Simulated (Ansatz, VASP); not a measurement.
# NbRu3C in VASP and in Ansatz

```
Ru Nb C
1.0
     4.06514    0.00000    0.00000
     0.00000    4.06514    0.00000
     0.00000    0.00000    4.06514
Ru Nb C
3 1 1
Direct
  0.50000 0.50000 0.00000
  0.50000 0.00000 0.50000
  0.00000 0.50000 0.50000
  0.00000 0.00000 0.00000
  0.50000 0.50000 0.50000
```

Alike in both runs: task relaxation of cell and atoms; functional PBEsol; k mesh 7 × 7 × 7; occupations fermi-dirac, width 0.05 eV; no spin polarisation.

```csv
,VASP,Ansatz
version,VASP 6.6.1,Ansatz 0.2.0
potentials or method,"VASP PAW PBE potentials, release 64 (Ru_pv, Nb_sv, C)",Ansatz PAW
plane-wave cutoff (eV),600,420
valence electrons in the cell,59,65
```

Ansatz gave:

```
gap on the k mesh at the Fermi level, each at its own relaxed structure (eV) : none
relaxed volume (Å³/atom)                                                     : 12.88
relaxed cell length with the largest relative difference (Å)                 : 4.009
```

**Question.** Estimate VASP's values.

**Answer.** gap on the k mesh at the Fermi level, each at its own relaxed structure (eV): none; relaxed volume (Å³/atom): 12.88; relaxed cell length with the largest relative difference (Å): 4.008.

VASP's potentials were made for PBE, not for PBEsol. A gap of «none» marks a metal or a gap that the smearing closes. VASP's potentials hold 59 valence electrons a cell and Ansatz's 65, so a difference there can come from the potentials and not from the codes.

Noted on Ansatz's run: the plane-wave basis is chosen anew once the cell has moved, so the energies of steps on either side of that aren't comparable.
